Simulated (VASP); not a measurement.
Here is a VASP 6.6.1 calculation.

The input INCAR:

```
ALGO = Normal
EDIFF = 1E-6
ENCUT = 520
GGA = PS
ISIF = 2
ISMEAR = -1
LASPH = True
LCHARG = False
LREAL = False
LWAVE = False
NBANDS = 13
NELM = 80
PREC = Accurate
SIGMA = 0.05
```

The input KPOINTS:

```
k-points
0
Gamma
  10 10 10
```

POSCAR

```
Sn
1.0
   -1.8946500000      1.8946500000      1.8946500000
    1.8946500000     -1.8946500000      1.8946500000
    1.8946500000      1.8946500000     -1.8946500000
Sn
1
Direct
    0.0000000000      0.0000000000      0.0000000000
```

Potentials or basis: VASP PAW PBE potentials, release 64 (Sn_d).

Launch:

```console
$ cat potpaw_PBE.64/Sn_d/POTCAR > POTCAR
$ mpirun -np 1 vasp_std > vasp.out
```

Predict the pressure.

-2.2 GPa.

Predict the band gap on the k mesh.

zero (band 7 reaches 15.86 eV, above the bottom of band 8 at 5.64 eV).

Caveat: the PAW data sets were made with another functional, which shifts forces and pressure a little; spin-orbit coupling is left out, which moves the levels of the heavy elements.
